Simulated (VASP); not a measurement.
# BaTe in VASP: further runs, part 2 of 2

VASP 6.6.1. Earlier steps stand in the parts before.

### 4 Single point, PBEsol

Contents of INCAR:

```
SYSTEM = BaTe
  PREC = Accurate
  ENCUT = 520
  EDIFF = 1E-6
  ISMEAR = 0
  SIGMA = 0.05
  LREAL = .False.
  LASPH = .True.
  NELM = 100
  ALGO = Normal
  ISIF = 2
  LWAVE = .False.
  LCHARG = .False.
  GGA = PS
  NBANDS = 15
```

Contents of KPOINTS:

```
Automatic mesh
0
Gamma
  8 8 8
  0 0 0
```

Contents of POSCAR:

```
BaTe
1.0
    0.0000000000      3.4100000000      3.4100000000
    3.4100000000      0.0000000000      3.4100000000
    3.4100000000      3.4100000000      0.0000000000
Ba Te
1 1
Direct
    0.0000000000      0.0000000000      0.0000000000
    0.4939522361      0.4919986692      0.5042217671
```

Potentials or basis: VASP PAW PBE potentials, release 64 (Ba_sv, Te).

Run with:

```bash
> cat potpaw_PBE.64/Ba_sv/POTCAR potpaw_PBE.64/Te/POTCAR > POTCAR
> mpirun -np 1 vasp_std > vasp.out
```

OUTCAR:

```text
SYSTEM = BaTe
   PREC = Accurate
   ENCUT = 520
   EDIFF = 1E-6
   ISMEAR = 0
   LREAL = .False.
   LASPH = .True.
   NELM = 100
   ISIF = 2
   GGA = PS

 ion  position               nearest neighbor table
   1  0.000  0.000  0.000-   2 3.36   2 3.40   2 3.40   2 3.42   2 3.42   2 3.46
   2  0.494  0.492  0.504-   1 3.36   1 3.40   1 3.40   1 3.42   1 3.42   1 3.46

  LATTYP: Found a face centered cubic cell.
 ALAT       =     6.8200000000

  Lattice vectors:

 A1 = (   0.0000000000,   3.4100000000,   3.4100000000)
 A2 = (   3.4100000000,   0.0000000000,   3.4100000000)
 A3 = (   3.4100000000,   3.4100000000,   0.0000000000)

Analysis of symmetry for initial positions (statically):
=====================================================================
 Subroutine PRICEL returns:
 Original cell was already a primitive cell.

 Routine SETGRP: Setting up the symmetry group for a
 face centered cubic supercell.

 Subroutine GETGRP returns: Found  1 space group operations
 (whereof  1 operations were pure point group operations)
 out of a pool of 48 trial point group operations.

The static configuration has the point symmetry C_1 .

Analysis of symmetry for dynamics (positions and initial velocities):
=====================================================================
 Subroutine PRICEL returns:
 Original cell was already a primitive cell.

 Routine SETGRP: Setting up the symmetry group for a
 face centered cubic supercell.

 Subroutine GETGRP returns: Found  1 space group operations
 (whereof  1 operations were pure point group operations)
 out of a pool of 48 trial point group operations.

The dynamic configuration has the point symmetry C_1 .

 Subroutine INISYM returns: Found  1 space group operations
 (whereof  1 operations are pure point group operations),
 and found     1 'primitive' translations

----------------------------------------------------------------------------------------

                                     Primitive cell

  volume of cell :      79.3036

  direct lattice vectors                    reciprocal lattice vectors
     0.000000000  3.410000000  3.410000000    -0.146627566  0.146627566  0.146627566
     3.410000000  0.000000000  3.410000000     0.146627566 -0.146627566  0.146627566
     3.410000000  3.410000000  0.000000000     0.146627566  0.146627566 -0.146627566

  length of vectors
     4.822468248  4.822468248  4.822468248     0.253966394  0.253966394  0.253966394

  position of ions in fractional coordinates (direct lattice)
     0.000000000  0.000000000  0.000000000
     0.493952236  0.491998669  0.504221767

  ion indices of the primitive-cell ions
   primitive index   ion index
                 1           1
                 2           2

----------------------------------------------------------------------------------------

 KPOINTS: Automatic mesh

Automatic generation of k-mesh.
 Grid dimensions read from file:
 generate k-points for:    8    8    8

 Generating k-lattice:

  Cartesian coordinates                     Fractional coordinates (reciprocal lattice)
    -0.018328446  0.018328446  0.018328446     0.125000000  0.000000000  0.000000000
     0.018328446 -0.018328446  0.018328446     0.000000000  0.125000000  0.000000000
     0.018328446  0.018328446 -0.018328446     0.000000000  0.000000000  0.125000000

  Length of vectors
     0.031745799  0.031745799  0.031745799

  Shift w.r.t. Gamma in fractional coordinates (k-lattice)
     0.000000000  0.000000000  0.000000000

 Subroutine IBZKPT returns following result:
 ===========================================

 Found    260 irreducible k-points:

 Following reciprocal coordinates:
            Coordinates               Weight
  0.000000  0.000000  0.000000      1.000000
  0.125000  0.000000  0.000000      2.000000
  0.000000  0.125000  0.000000      2.000000
  0.000000  0.000000  0.125000      2.000000
  0.125000  0.125000  0.125000      2.000000
  0.250000  0.000000  0.000000      2.000000
[... 16 lines left out ...]
  0.125000  0.000000  0.250000      2.000000
  0.125000  0.125000 -0.125000      2.000000
 [... further k-points ...]
   k-points           NKPTS =    260   k-points in BZ     NKDIM =    260   number of bands    NBANDS=     15
   number of dos      NEDOS =    301   number of ions     NIONS =      2
   total plane-waves  NPLWV =  46656
   dimension x,y,z NGX =    36 NGY =   36 NGZ =   36
   dimension x,y,z NGXF=    72 NGYF=   72 NGZF=   72
   ions per type =               1   1
   NGX,Y,Z   is equivalent  to a cutoff of  12.41, 12.41, 12.41 a.u.
   NGXF,Y,Z  is equivalent  to a cutoff of  24.82, 24.82, 24.82 a.u.
 SYSTEM =  BaTe
   PREC   = accura    normal or accurate (medium, high low for compatibility)
   ISTART =      0    job   : 0-new  1-cont  2-samecut
   ICHARG =      2    charge: 1-file 2-atom 10-const
   ISPIN  =      1    spin polarized calculation?
   LNONCOLLINEAR =      F non collinear calculations
   LSORBIT =      F    spin-orbit coupling
   LASPH  =      T    aspherical Exc in radial PAW
   ENCUT  =  520.0 eV  38.22 Ry    6.18 a.u.   8.97  8.97  8.97*2*pi/ulx,y,z
   NELM   =    100;   NELMIN=  2; NELMDL= -5     # of ELM steps
   EDIFF  = 0.1E-05   stopping-criterion for ELM
   LREAL  =      F    real-space projection
[... 7 lines left out ...]
   TEBEG  =    0.0;   TEEND  =   0.0 temperature during run
   PSTRESS=    0.0 pullay stress
   NELECT =      16.0000    total number of electrons
   NUPDOWN=      -1.0000    fix difference up-down
   EMIN   =  10.00;   EMAX   =-10.00  energy-range for DOS
   EFERMI =   0.00;   METHOD = LEGACY
   ISMEAR =     0;   SIGMA  =   0.05  broadening in eV -4-tet -1-fermi 0-gaus
   EFERMI_NEDOS =   21; number of points for ismear=-14 and -15
   IALGO  =     38    algorithm
   IMIX   =      4    mixing-type and parameters
     AMIX     =   0.40;   BMIX     =  1.00
     AMIX_MAG =   1.60;   BMIX_MAG =  1.00
  volume/ion in A,a.u.               =      39.65       267.58
  Fermi-wavevector in a.u.,A,eV,Ry     =   0.960175  1.814468 12.543704  0.921936
  Thomas-Fermi vector in A             =   2.089436
   LORBIT       =      0    0 simple, 1 ext, 2 COOP (PROOUT), +10 PAW based schemes
   GGA     = PS    functional components
   LHFCALC =     F    Hartree Fock is set to
   AEXX    =    0.0000 exact exchange contribution
   IVDW    =     0    specifies the selected vdW correction
   LEPSILON=     F    determine dielectric tensor
   LRPA    =     F    only Hartree local field effects (RPA)
 non-spin polarized calculation
 Gauss-broadening in eV      SIGMA  =   0.05
  energy-cutoff  :      520.00
  volume of cell :       79.30
 maximum number of plane-waves:      2150
   NGX = 17   NGY = 17   NGZ = 17

 number of electron      15.9999999 magnetization

 Free energy of the ion-electron system (eV)
  ---------------------------------------------------
  ext. energy  EPLUGINS =         0.00000000
  ---------------------------------------------------
  free energy    TOTEN  =        -9.15127138 eV

  energy without entropy =       -9.15127138  energy(sigma->0) =       -9.15127138

 E-fermi :   2.9588     XC(G=0):  -8.7282

 val. band max:        2.6654595914   @ k =   0.0000   0.0000   0.0000
 cond. band min:       3.9083326472   @ k =   0.5000   0.5000   0.0000
 fundamental gap:      1.2428730558
 Fermi energy:         2.9587942969

 k-point     1 :       0.0000    0.0000    0.0000
  band No.  band energies     occupation
      1     -24.1232      2.00000
      2      -9.2849      2.00000
      3      -9.2830      2.00000
      4      -9.2829      2.00000
      5      -7.0941      2.00000
      6       2.6646      2.00000
      7       2.6648      2.00000
      8       2.6655      2.00000
      9       5.4688      0.00000
     10       5.4740      0.00000
     11       5.4753      0.00000
     12       5.7355      0.00000
     13       6.2035      0.00000
     14       6.2117      0.00000
     15       9.4963      0.00000
[... 397 lines left out ...]
 k-point    24 :       0.1250    0.1250   -0.1250
  band No.  band energies     occupation
      1     -24.1131      2.00000
      2      -9.5666      2.00000
      3      -9.3145      2.00000
      4      -9.3045      2.00000
      5      -6.6550      2.00000
      6       1.1505      2.00000
      7       2.0984      2.00000
      8       2.2092      2.00000
      9       5.1035      0.00000
     10       6.3674      0.00000
     11       6.5320      0.00000
     12       6.9819      0.00000
     13       7.0440      0.00000
     14       8.9948      0.00000
     15      11.1767      0.00000

 [... further k-points ...]

------------------------ aborting loop because EDIFF is reached ----------------------------------------

  FORCE on cell =-STRESS in cart. coord.  units (eV):
  Direction    XX          YY          ZZ          XY          YZ          ZX
  --------------------------------------------------------------------------------------
  -------------------------------------------------------------------------------------
  Total        1.1694242      1.1666150      1.2167581     -0.0004755     -0.0017927     -0.0037112
  in kB       23.6259633     23.5692099     24.5822540     -0.0096065     -0.0362174     -0.0749770
  external PRESSURE =      23.9258091 kB  Pullay stress =       0.0000000 kB

 VOLUME and BASIS-vectors are now :
 -----------------------------------------------------------------------------
  energy-cutoff  :      520.00
  volume of cell :       79.30
      direct lattice vectors                 reciprocal lattice vectors
     0.000000000  3.410000000  3.410000000    -0.146627566  0.146627566  0.146627566
     3.410000000  0.000000000  3.410000000     0.146627566 -0.146627566  0.146627566
     3.410000000  3.410000000  0.000000000     0.146627566  0.146627566 -0.146627566

 POSITION                                       TOTAL-FORCE (eV/Angst)
 -----------------------------------------------------------------------------------
      0.00000      0.00000      0.00000        -0.037082     -0.017904     -0.139257
      3.39711      3.40377      3.36209         0.037082      0.017904      0.139257
 -----------------------------------------------------------------------------------
    total drift:                               -0.000067     -0.000033     -0.000040

  FREE ENERGIE OF THE ION-ELECTRON SYSTEM (eV)
  ---------------------------------------------------
  free  energy   TOTEN  =        -9.1512713769 eV

  energy  without entropy=       -9.1512713769  energy(sigma->0) =       -9.15127138
```

stdout:

```text
POSCAR found type information on POSCAR BaTe
 POSCAR found :  2 types and       2 ions
 scaLAPACK will be used
 -----------------------------------------------------------------------------
|                                                                             |
|                                                                             |
|     You enforced a specific xc type in the INCAR file but a different       |
|     I HOPE YOU KNOW WHAT YOU ARE DOING!                                     |
|                                                                             |
 -----------------------------------------------------------------------------

 LDA part: xc-table for (Slater+PW92), standard interpolation
 POSCAR, INCAR and KPOINTS ok, starting setup
 FFT: planning ... GRIDC
 FFT: planning ... GRID_SOFT
 FFT: planning ... GRID
 WAVECAR not read
 entering main loop
```

Wall time 4.6 min (1 thread of Intel Xeon Platinum 8488C (Sapphire Rapids), shared host); peak memory 0.46 GiB.

What came out:

| Quantity | Value |
| --- | --- |
| Free energy | -9.1513 eV |
| Pressure | 2.4 GPa |
| Largest force | 0.145 eV/Å |
| Band gap on the k mesh | 1.24 eV (least direct gap 1.62 eV) |

Forces in eV/Å, atoms in the order of the input:
```
Ba  -0.037 -0.018 -0.139
Te   0.037  0.018  0.139
```

Levels at points of the mesh, in eV from the valence-band top:
| k point | band 5 | band 6 | band 7 | band 8 | band 9 | band 10 | band 11 | band 12 |
| --- | --- | --- | --- | --- | --- | --- | --- | --- |
| (0.00, 0.00, 0.00) | -9.76 | 0.00 | 0.00 | 0.00 | 2.80 | 2.81 | 2.81 | 3.07 |
| (0.50, 0.00, 0.00) | -8.75 | -2.51 | -1.31 | -1.31 | 4.18 | 4.88 | 5.01 | 5.01 |
| (0.00, 0.50, 0.00) | -8.75 | -2.51 | -1.31 | -1.31 | 4.18 | 4.88 | 5.01 | 5.01 |
| (0.00, 0.00, 0.50) | -8.75 | -2.51 | -1.31 | -1.31 | 4.18 | 4.88 | 5.01 | 5.01 |
| (0.50, 0.50, 0.50) | -8.75 | -2.51 | -1.31 | -1.31 | 4.18 | 4.89 | 5.01 | 5.01 |
| (0.50, 0.50, 0.00) | -9.53 | -1.16 | -0.38 | -0.38 | 1.24 | 4.54 | 4.89 | 5.92 |
| (0.00, 0.50, 0.50) | -9.53 | -1.16 | -0.39 | -0.38 | 1.25 | 4.54 | 4.89 | 5.94 |
| (0.50, 0.00, 0.50) | -9.53 | -1.16 | -0.39 | -0.38 | 1.25 | 4.54 | 4.89 | 5.94 |

Caveat: the PAW data sets were made with another functional, which shifts forces and pressure a little; spin-orbit coupling is left out, which moves the levels of the heavy elements. A k mesh can miss the band edges.

### 5 Single point, PBEsol

Contents of INCAR:

```
ALGO     = Normal         # electronic algorithm
EDIFF    = 1E-6           # SCF threshold, eV
ENCUT    = 500            # plane-wave cutoff, eV
GGA      = PS             # functional
GGA_COMPAT= F            
ISIF     = 2              # what is computed and relaxed
ISMEAR   = 0              # smearing method
LASPH    = T              # aspherical terms in the spheres
LCHARG   = F              # write CHGCAR
LREAL    = F              # projectors in reciprocal space
LWAVE    = F              # write WAVECAR
NBANDS   = 15             # bands
NELM     = 120            # most SCF steps
PREC     = Accurate       # precision mode
SIGMA    = 0.05           # smearing width, eV
```

Contents of KPOINTS:

```
k-points
0
Gamma
  8 8 8
```

POSCAR, as its differences from that of step 4:

```diff
@@ -9,2 +9,2 @@
     0.0000000000      0.0000000000      0.0000000000
-    0.4939522361      0.4919986692      0.5042217671
+    0.5000000000      0.5000000000      0.5000000000
```

Run with:

```bash
> cat potpaw_PBE.64/Ba_sv/POTCAR potpaw_PBE.64/Te/POTCAR > POTCAR
> mpirun -np 1 vasp_std > vasp.out
```

Wall time 44 s (1 thread of AMD EPYC 7R43 (Zen 3), shared host); peak memory 0.18 GiB.

The run converged. Its results:

| Item | Value |
| --- | --- |
| Free energy | -9.1549 eV |
| Pressure | 2.4 GPa |
| Band gap on the k mesh | 1.24 eV (least direct gap 1.62 eV) |

Levels at points of the mesh, in eV from the valence-band top:
```csv
k point,band 5,band 6,band 7,band 8,band 9,band 10,band 11,band 12
"(0.00, 0.00, 0.00)",-9.76,0.00,0.00,0.00,2.80,2.80,2.80,3.07
"(0.50, 0.00, 0.00)",-8.76,-2.51,-1.32,-1.32,4.18,4.88,5.00,5.00
"(0.50, 0.50, 0.00)",-9.53,-1.17,-0.38,-0.38,1.24,4.53,4.88,5.93
```

Caveat: the PAW data sets were made with another functional, which shifts forces and pressure a little; spin-orbit coupling is left out, which moves the levels of the heavy elements. A k mesh can miss the band edges.

### 6 The runs side by side

| cell | cutoff (eV) | gap on the mesh (eV) | pressure (GPa) |
| --- | --- | --- | --- |
| as given, atomic positions A | 520 | 1.24 | 2.4 |
| as given, atomic positions B | 520 | 1.24 | 2.4 |
| as given, atomic positions A | 500 | 1.24 | 2.4 |

Alike in all rows: task single point; level PBEsol; potentials or basis VASP PAW PBE potentials, release 64 (Ba_sv, Te); no spin polarisation; k mesh 8 × 8 × 8; smearing gaussian 0.05 eV.

Caveats: the PAW data sets were made with another functional, which shifts forces and pressure a little; spin-orbit coupling is left out, which moves the levels of the heavy elements.

Absolute energies hang on the potentials; compare differences alone.
